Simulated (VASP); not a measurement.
## B2Pt2Cl: single point with PBE

The system is B2Pt2Cl.

```xyz
5
Lattice="-1.9846 1.9846 4.7814 1.9846 -1.9846 4.7814 1.9846 1.9846 -4.7814" Properties=species:S:1:pos:R:3 pbc="T T T"
B     0.0000    1.9846    2.3907
B     1.9846    0.0000    2.3907
Pt    0.0000    0.0000    3.5861
Pt    0.0000    0.0000    5.9768
Cl    0.0000    0.0000    0.0000
```

The cell was built from a structure type or drawn by symmetry, and may not be a known phase.

```json
{
  "Program": "VASP 6.6.1",
  "Task": "single point",
  "Functional": "PBE",
  "Potentials or basis": "VASP PAW PBE potentials, release 64 (B, Pt, Cl)",
  "Cutoff": "520 eV",
  "k mesh": "6 × 6 × 6",
  "Occupations": "gaussian, width 0.1 eV",
  "Spin": "no spin polarisation",
  "Dipole correction": "no",
  "Further INCAR settings": "ALGO = Normal; EDIFF = 1e-07; NBANDS = 24"
}
```

| Quantity | Value |
| --- | --- |
| Pressure | -8.5 GPa |
| Largest force | 5.294 eV/Å |
| Band gap on the k mesh | zero (an odd number of electrons rules out a gap without spin polarisation) |

Forces on the atoms (eV/Å):
```
B    0.000  0.000  0.000
B    0.000  0.000  0.000
Pt   0.000  0.000 -5.294
Pt   0.000  0.000  5.294
Cl   0.000  0.000  0.000
```

Stress tensor (GPa, compression positive):
```
-19.71   0.00   0.00
  0.00 -19.71   0.00
  0.00   0.00  13.81
```

Levels at points of the mesh, in eV from the Fermi level:
| k point | band 15 | band 16 | band 17 | band 18 | band 19 | band 20 |
| --- | --- | --- | --- | --- | --- | --- |
| (0.00, 0.00, 0.00) | -1.09 | 0.25 | 0.90 | 2.08 | 2.16 | 2.16 |
| (0.50, 0.00, 0.00) | -1.16 | -1.15 | -0.04 | 1.06 | 1.67 | 3.49 |
| (0.50, 0.50, 0.00) | -1.37 | -1.24 | -0.16 | -0.13 | 0.21 | 1.01 |
| (0.50, 0.50, 0.50) | -2.38 | -1.34 | 1.36 | 1.36 | 1.71 | 4.87 |

It took 85 s on 1 thread of Intel(R) Xeon(R) Platinum 8375C CPU @ 2.90GHz (Ice Lake) (shared host), peak memory 0.28 GiB.

Caveat: the cell stands under tension; spin-orbit coupling is left out, which moves the levels of the heavy elements; an odd number of electrons without spin polarisation forces a metal; a magnetic or distorted state may lie lower.
